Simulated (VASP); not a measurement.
# Cd (Fd-3m) in VASP: a series of runs, part 2 of 2

VASP 6.6.1. The steps go on from the part before.

### 4 Single point, RPBE (44.14 Å³/atom)

This run uses another cell than the first one, of 44.14 Å³/atom.

INCAR reads:

```
ALGO = Normal
EDIFF = 1E-6
ENCUT = 520
GGA = RP
ISIF = 2
ISMEAR = -1
LASPH = T
LCHARG = T
LELF = T
LREAL = F
LVHAR = T
LWAVE = F
NBANDS = 19
NELM = 60
PREC = Accurate
SIGMA = 0.1
```

KPOINTS reads:

```
k-points
0
Gamma
  9 9 9
```

POSCAR reads:

```
Cd
1.0
    0.0000000000      3.5341674960      3.5341674960
    3.5341674960      0.0000000000      3.5341674960
    3.5341674960      3.5341674960      0.0000000000
Cd
2
Direct
    0.1250000000      0.1250000000      0.1250000000
    0.8750000000      0.8750000000      0.8750000000
```

Potentials or basis: VASP PAW PBE potentials, release 64 (Cd).

Started as:

```bash
$ cat potpaw_PBE.64/Cd/POTCAR > POTCAR
$ mpirun -np 1 vasp_std > vasp.out
```

OUTCAR:

```text
EDIFF = 1E-6
   ENCUT = 520
   GGA = RP
   ISIF = 2
   ISMEAR = -1
   LASPH = T
   LREAL = F
   NELM = 60
   PREC = Accurate

 ion  position               nearest neighbor table
   1  0.125  0.125  0.125-   2 3.06   2 3.06   2 3.06   2 3.06
   2  0.875  0.875  0.875-   1 3.06   1 3.06   1 3.06   1 3.06

  LATTYP: Found a face centered cubic cell.
 ALAT       =     7.0683349920

  Lattice vectors:

 A1 = (   0.0000000000,   3.5341674960,   3.5341674960)
 A2 = (   3.5341674960,   0.0000000000,   3.5341674960)
 A3 = (   3.5341674960,   3.5341674960,   0.0000000000)

Analysis of symmetry for initial positions (statically):
=====================================================================
 Subroutine PRICEL returns:
 Original cell was already a primitive cell.

 Routine SETGRP: Setting up the symmetry group for a
 face centered cubic supercell.

 Subroutine GETGRP returns: Found 48 space group operations
 (whereof 12 operations were pure point group operations)
 out of a pool of 48 trial point group operations.

The static configuration has the point symmetry D_3d.
 The point group associated with its full space group is O_h .

Analysis of symmetry for dynamics (positions and initial velocities):
=====================================================================
 Subroutine PRICEL returns:
 Original cell was already a primitive cell.

 Routine SETGRP: Setting up the symmetry group for a
 face centered cubic supercell.

 Subroutine GETGRP returns: Found 48 space group operations
 (whereof 12 operations were pure point group operations)
 out of a pool of 48 trial point group operations.

The dynamic configuration has the point symmetry D_3d.
 The point group associated with its full space group is O_h .

 Subroutine INISYM returns: Found 48 space group operations
 (whereof 12 operations are pure point group operations),
 and found     1 'primitive' translations

----------------------------------------------------------------------------------------

                                     Primitive cell

  volume of cell :      88.2859

  direct lattice vectors                    reciprocal lattice vectors
     0.000000000  3.534167496  3.534167496    -0.141476034  0.141476034  0.141476034
     3.534167496  0.000000000  3.534167496     0.141476034 -0.141476034  0.141476034
     3.534167496  3.534167496  0.000000000     0.141476034  0.141476034 -0.141476034

  length of vectors
     4.998067605  4.998067605  4.998067605     0.245043679  0.245043679  0.245043679

  position of ions in fractional coordinates (direct lattice)
     0.125000000  0.125000000  0.125000000
     0.875000000  0.875000000  0.875000000

  ion indices of the primitive-cell ions
   primitive index   ion index
                 1           1
                 2           2

----------------------------------------------------------------------------------------

 KPOINTS: k-points

Automatic generation of k-mesh.
 Grid dimensions read from file:
 generate k-points for:    9    9    9

 Generating k-lattice:

  Cartesian coordinates                     Fractional coordinates (reciprocal lattice)
    -0.015719559  0.015719559  0.015719559     0.111111111  0.000000000  0.000000000
     0.015719559 -0.015719559  0.015719559     0.000000000  0.111111111  0.000000000
     0.015719559  0.015719559 -0.015719559     0.000000000  0.000000000  0.111111111

  Length of vectors
     0.027227075  0.027227075  0.027227075

  Shift w.r.t. Gamma in fractional coordinates (k-lattice)
     0.000000000  0.000000000  0.000000000

 Subroutine IBZKPT returns following result:
 ===========================================

 Found     35 irreducible k-points:

 Following reciprocal coordinates:
            Coordinates               Weight
  0.000000  0.000000  0.000000      1.000000
  0.111111  0.000000  0.000000      8.000000
  0.222222  0.000000  0.000000      8.000000
  0.333333  0.000000  0.000000      8.000000
  0.444444  0.000000  0.000000      8.000000
  0.111111  0.111111  0.000000      6.000000
[... 16 lines left out ...]
 -0.333333  0.333333  0.000000     12.000000
  0.444444  0.444444  0.000000      6.000000
 [... further k-points ...]
   k-points           NKPTS =     35   k-points in BZ     NKDIM =     35   number of bands    NBANDS=     19
   number of dos      NEDOS =    301   number of ions     NIONS =      2
   total plane-waves  NPLWV =  64000
   dimension x,y,z NGX =    40 NGY =   40 NGZ =   40
   dimension x,y,z NGXF=    80 NGYF=   80 NGZF=   80
   ions per type =               2
   NGX,Y,Z   is equivalent  to a cutoff of  13.30, 13.30, 13.30 a.u.
   NGXF,Y,Z  is equivalent  to a cutoff of  26.61, 26.61, 26.61 a.u.
 SYSTEM =  unknown system
   PREC   = accura    normal or accurate (medium, high low for compatibility)
   ISTART =      0    job   : 0-new  1-cont  2-samecut
   ICHARG =      2    charge: 1-file 2-atom 10-const
   ISPIN  =      1    spin polarized calculation?
   LNONCOLLINEAR =      F non collinear calculations
   LSORBIT =      F    spin-orbit coupling
   LASPH  =      T    aspherical Exc in radial PAW
   ENCUT  =  520.0 eV  38.22 Ry    6.18 a.u.   9.29  9.29  9.29*2*pi/ulx,y,z
   NELM   =     60;   NELMIN=  2; NELMDL= -5     # of ELM steps
   EDIFF  = 0.1E-05   stopping-criterion for ELM
   LREAL  =      F    real-space projection
   EDIFFG = 0.1E-04   stopping-criterion for IOM
   NSW    =      0    number of steps for IOM
   IBRION =     -1    ionic relax: 0-MD 1-quasi-New 2-CG
   NFREE  =      0    steps in history (QN), initial steepest desc. (CG)
   ISIF   =      2    stress and relaxation
   ISYM   =      2    0-nonsym 1-usesym 2-fastsym
   POTIM  = 0.5000    time-step for ionic-motion
   TEBEG  =    0.0;   TEEND  =   0.0 temperature during run
   PSTRESS=    0.0 pullay stress
   NELECT =      24.0000    total number of electrons
   NUPDOWN=      -1.0000    fix difference up-down
   EMIN   =  10.00;   EMAX   =-10.00  energy-range for DOS
   EFERMI =   0.00;   METHOD = LEGACY
   ISMEAR =    -1;   SIGMA  =   0.10  broadening in eV -4-tet -1-fermi 0-gaus
   EFERMI_NEDOS =   21; number of points for ismear=-14 and -15
   IALGO  =     38    algorithm
   IMIX   =      4    mixing-type and parameters
     AMIX     =   0.40;   BMIX     =  1.00
     AMIX_MAG =   1.60;   BMIX_MAG =  1.00
  volume/ion in A,a.u.               =      44.14       297.89
  Fermi-wavevector in a.u.,A,eV,Ry     =   1.060510  2.004073 15.302221  1.124682
  Thomas-Fermi vector in A             =   2.195894
   LORBIT       =      0    0 simple, 1 ext, 2 COOP (PROOUT), +10 PAW based schemes
   GGA     = RP    functional components
   LHFCALC =     F    Hartree Fock is set to
   AEXX    =    0.0000 exact exchange contribution
   IVDW    =     0    specifies the selected vdW correction
   LEPSILON=     F    determine dielectric tensor
   LRPA    =     F    only Hartree local field effects (RPA)
 non-spin polarized calculation
  energy-cutoff  :      520.00
  volume of cell :       88.29
 maximum number of plane-waves:      2421
 NGX is ok and might be reduce to    40
   NGX = 19   NGY = 19   NGZ = 19

 number of electron      24.0000004 magnetization

 Free energy of the ion-electron system (eV)
  ---------------------------------------------------
  ext. energy  EPLUGINS =         0.00000000
  ---------------------------------------------------
  free energy    TOTEN  =        -0.26513964 eV

  energy without entropy =       -0.22224008  energy(sigma->0) =       -0.24368986

 E-fermi :  -0.1260     XC(G=0):  -7.1449

 val. band max:       -0.1262492976   @ k =   0.3333   0.2222   0.1111
 cond. band min:      -0.1060139806   @ k =  -0.3333   0.4444   0.1111
 fundamental gap:      0.0202353170
 Fermi energy:        -0.1259635855

 k-point     1 :       0.0000    0.0000    0.0000
  band No.  band energies     occupation
      1      -9.1665      2.00000
      2      -9.1665      2.00000
      3      -9.1665      2.00000
      4      -9.1274      2.00000
      5      -9.1274      2.00000
      6      -8.6780      2.00000
[... 11 lines left out ...]
     18       4.6897      0.00000
     19       6.2591      0.00000
[... 485 lines left out ...]
 k-point    24 :       0.4444    0.4444    0.0000
  band No.  band energies     occupation
      1      -9.2221      2.00000
      2      -9.2221      2.00000
      3      -9.1512      2.00000
      4      -9.0696      2.00000
      5      -8.9032      2.00000
      6      -8.8112      2.00000
[... 11 lines left out ...]
     18       9.5391      0.00000
     19      10.2423      0.00000

 [... further k-points ...]

------------------------ aborting loop because EDIFF is reached ----------------------------------------

  FORCE on cell =-STRESS in cart. coord.  units (eV):
  Direction    XX          YY          ZZ          XY          YZ          ZX
  --------------------------------------------------------------------------------------
  -------------------------------------------------------------------------------------
  Total       -0.0846764     -0.0846764     -0.0846764      0.0000000     -0.0000000      0.0000000
  in kB       -1.5366733     -1.5366733     -1.5366733      0.0000000     -0.0000000      0.0000000
  external PRESSURE =      -1.5366733 kB  Pullay stress =       0.0000000 kB

 VOLUME and BASIS-vectors are now :
 -----------------------------------------------------------------------------
  energy-cutoff  :      520.00
  volume of cell :       88.29
      direct lattice vectors                 reciprocal lattice vectors
     0.000000000  3.534167496  3.534167496    -0.141476034  0.141476034  0.141476034
     3.534167496  0.000000000  3.534167496     0.141476034 -0.141476034  0.141476034
     3.534167496  3.534167496  0.000000000     0.141476034  0.141476034 -0.141476034

 POSITION                                       TOTAL-FORCE (eV/Angst)
 -----------------------------------------------------------------------------------
      0.88354      0.88354      0.88354         0.000000      0.000000      0.000000
      6.18479      6.18479      6.18479        -0.000000      0.000000     -0.000000
 -----------------------------------------------------------------------------------
    total drift:                                0.000000      0.000000     -0.000000

  FREE ENERGIE OF THE ION-ELECTRON SYSTEM (eV)
  ---------------------------------------------------
  free  energy   TOTEN  =        -0.2651396428 eV

  energy  without entropy=       -0.2222400761  energy(sigma->0) =       -0.24368986
```

OSZICAR:

```text
N       E                     dE             d eps       ncg     rms          rms(c)
DAV:   1     0.153384130192E+03    0.15338E+03   -0.11492E+04  1330   0.111E+03
DAV:   2     0.413861847849E+01   -0.14925E+03   -0.14486E+03  1384   0.293E+02
DAV:   3    -0.254936982700E+00   -0.43936E+01   -0.43812E+01  1526   0.557E+01
DAV:   4    -0.265893095780E+00   -0.10956E-01   -0.10955E-01  1453   0.298E+00
DAV:   5    -0.265962990256E+00   -0.69894E-04   -0.69894E-04  1456   0.198E-01    0.157E+00
DAV:   6    -0.259415541957E+00    0.65474E-02   -0.44265E-02  1444   0.194E+00    0.135E+00
DAV:   7    -0.263343860976E+00   -0.39283E-02   -0.85374E-03  1369   0.671E-01    0.635E-01
DAV:   8    -0.264977570922E+00   -0.16337E-02   -0.20719E-03  1399   0.391E-01    0.421E-02
DAV:   9    -0.265123266373E+00   -0.14570E-03   -0.16234E-04  1419   0.744E-02    0.119E-02
DAV:  10    -0.265136296225E+00   -0.13030E-04   -0.17851E-05  1373   0.223E-02    0.273E-03
DAV:  11    -0.265139376124E+00   -0.30799E-05   -0.12669E-05  1095   0.129E-02    0.151E-03
DAV:  12    -0.265139642753E+00   -0.26663E-06   -0.18133E-07   939   0.282E-03
   1 F= -.26513964E+00 E0= -.24368986E+00  d E =-.428996E-01
```

Wall time 35 s (1 thread of Intel Xeon Platinum 8488C (Sapphire Rapids), shared host); peak memory 0.25 GiB.

Results:

| Item | Value |
| --- | --- |
| Free energy | -0.2651 eV |
| Pressure | -0.2 GPa |
| Band gap on the k mesh | zero (bands 12 and 13 overlap by 3.57 eV) |

Caveat: the PAW data sets were made with another functional, which shifts forces and pressure a little.
